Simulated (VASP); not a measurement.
# SnSe (Fm-3m) in VASP: a series of runs, part 2 of 2

VASP 6.6.1. Earlier steps stand in the parts before.

**3. Single point, LDA**

This run uses another cell than the first one, of 25.57 Å³/atom.

The input, INCAR:

```
PREC = Accurate
ENCUT = 500
EDIFF = 1E-6
ISMEAR = 0
SIGMA = 0.01
LREAL = False
LASPH = True
NELM = 120
ALGO = Normal
ISIF = 2
LWAVE = False
LCHARG = False
GGA = CA
NBANDS = 17
GGA_COMPAT = False
```

The input, KPOINTS:

```
regular mesh
0
Gamma
  8 8 8
```

The input, POSCAR:

```
SnSe
1.0
    0.0000000000      2.9462619149      2.9462619149
    2.9462619149      0.0000000000      2.9462619149
    2.9462619149      2.9462619149      0.0000000000
Sn Se
1 1
Direct
    0.0000000000      0.0000000000      0.0000000000
    0.5000000000      0.5000000000      0.5000000000
```

Potentials or basis: VASP PAW LDA potentials, release 64 (Sn_d, Se).

On the command line:

```console
$ cat potpaw_LDA.64/Sn_d/POTCAR potpaw_LDA.64/Se/POTCAR > POTCAR
$ mpirun -np 1 vasp_std > vasp.out
```

OUTCAR:

```text
PREC = Accurate
   ENCUT = 500
   EDIFF = 1E-6
   ISMEAR = 0
   LREAL = False
   LASPH = True
   NELM = 120
   ISIF = 2
   GGA = CA

 ion  position               nearest neighbor table
   1  0.000  0.000  0.000-   2 2.95   2 2.95   2 2.95   2 2.95   2 2.95   2 2.95
   2  0.500  0.500  0.500-   1 2.95   1 2.95   1 2.95   1 2.95   1 2.95   1 2.95

  LATTYP: Found a face centered cubic cell.
 ALAT       =     5.8925238298

  Lattice vectors:

 A1 = (   0.0000000000,   2.9462619149,   2.9462619149)
 A2 = (   2.9462619149,   0.0000000000,   2.9462619149)
 A3 = (   2.9462619149,   2.9462619149,   0.0000000000)

Analysis of symmetry for initial positions (statically):
=====================================================================
 Subroutine PRICEL returns:
 Original cell was already a primitive cell.

 Routine SETGRP: Setting up the symmetry group for a
 face centered cubic supercell.

 Subroutine GETGRP returns: Found 48 space group operations
 (whereof 48 operations were pure point group operations)
 out of a pool of 48 trial point group operations.

The static configuration has the point symmetry O_h .

Analysis of symmetry for dynamics (positions and initial velocities):
=====================================================================
 Subroutine PRICEL returns:
 Original cell was already a primitive cell.

 Routine SETGRP: Setting up the symmetry group for a
 face centered cubic supercell.

 Subroutine GETGRP returns: Found 48 space group operations
 (whereof 48 operations were pure point group operations)
 out of a pool of 48 trial point group operations.

The dynamic configuration has the point symmetry O_h .

 Subroutine INISYM returns: Found 48 space group operations
 (whereof 48 operations are pure point group operations),
 and found     1 'primitive' translations

----------------------------------------------------------------------------------------

                                     Primitive cell
[... 109 lines left out ...]
   IMIX   =      4    mixing-type and parameters
     AMIX     =   0.40;   BMIX     =  1.00
     AMIX_MAG =   1.60;   BMIX_MAG =  1.00
  volume/ion in A,a.u.               =      25.57       172.59
  Fermi-wavevector in a.u.,A,eV,Ry     =   1.197118  2.262224 19.498380  1.433091
  Thomas-Fermi vector in A             =   2.333041
   LORBIT       =      0    0 simple, 1 ext, 2 COOP (PROOUT), +10 PAW based schemes
   GGA     = CA    functional components
   LHFCALC =     F    Hartree Fock is set to
   AEXX    =    0.0000 exact exchange contribution
   IVDW    =     0    specifies the selected vdW correction
   LEPSILON=     F    determine dielectric tensor
   LRPA    =     F    only Hartree local field effects (RPA)
 non-spin polarized calculation
 Gauss-broadening in eV      SIGMA  =   0.01
  energy-cutoff  :      500.00
  volume of cell :       51.15
 maximum number of plane-waves:      1316
   NGX = 15   NGY = 15   NGZ = 15

 number of electron      20.0000013 magnetization

 Free energy of the ion-electron system (eV)
  ---------------------------------------------------
  ext. energy  EPLUGINS =         0.00000000
  ---------------------------------------------------
  free energy    TOTEN  =        -9.50973470 eV

  energy without entropy =       -9.50973470  energy(sigma->0) =       -9.50973470

 E-fermi :   6.0939     XC(G=0): -10.1696

 val. band max:        6.0428061918   @ k =  -0.2500   0.1250   0.0000
 cond. band min:       6.8094469661   @ k =  -0.3750   0.1250   0.0000
 fundamental gap:      0.7666407743
 Fermi energy:         6.0939318247

 k-point     1 :       0.0000    0.0000    0.0000
  band No.  band energies     occupation
      1     -15.3285      2.00000
      2     -15.3285      2.00000
      3     -15.3235      2.00000
      4     -15.3235      2.00000
      5     -15.3235      2.00000
      6      -8.1533      2.00000
[... 457 lines left out ...]
      4     -15.3121      2.00000
      5     -15.3049      2.00000
      6      -6.8888      2.00000
[... 9 lines left out ...]
     16      17.1227      0.00000
     17      17.1956      0.00000

 [... further k-points ...]

------------------------ aborting loop because EDIFF is reached ----------------------------------------

  FORCE on cell =-STRESS in cart. coord.  units (eV):
  Direction    XX          YY          ZZ          XY          YZ          ZX
  --------------------------------------------------------------------------------------
  -------------------------------------------------------------------------------------
  Total        0.0463270      0.0463270      0.0463270     -0.0000000     -0.0000000     -0.0000000
  in kB        1.4511123      1.4511123      1.4511123     -0.0000000     -0.0000000     -0.0000000
  external PRESSURE =       1.4511123 kB  Pullay stress =       0.0000000 kB

 VOLUME and BASIS-vectors are now :
 -----------------------------------------------------------------------------
  energy-cutoff  :      500.00
  volume of cell :       51.15
      direct lattice vectors                 reciprocal lattice vectors
     0.000000000  2.946261915  2.946261915    -0.169706569  0.169706569  0.169706569
     2.946261915  0.000000000  2.946261915     0.169706569 -0.169706569  0.169706569
     2.946261915  2.946261915  0.000000000     0.169706569  0.169706569 -0.169706569

 POSITION                                       TOTAL-FORCE (eV/Angst)
 -----------------------------------------------------------------------------------
      0.00000      0.00000      0.00000         0.000000      0.000000      0.000000
      2.94626      2.94626      2.94626        -0.000000      0.000000     -0.000000
 -----------------------------------------------------------------------------------
    total drift:                               -0.000000      0.000000      0.000000

  FREE ENERGIE OF THE ION-ELECTRON SYSTEM (eV)
  ---------------------------------------------------
  free  energy   TOTEN  =        -9.5097346956 eV

  energy  without entropy=       -9.5097346956  energy(sigma->0) =       -9.50973470
```

It took 32 s on 1 thread of Intel Xeon Platinum 8375C at 2.90GHz (Ice Lake), shared host; peak memory 0.16 GiB.

Results:

| Property | Result |
| --- | --- |
| Free energy | -9.5097 eV |
| Pressure | 0.1 GPa |
| Band gap on the k mesh | 0.77 eV (least direct gap 0.92 eV) |

Caveat: spin-orbit coupling is left out, which moves the levels of the heavy elements. A k mesh can miss the band edges.
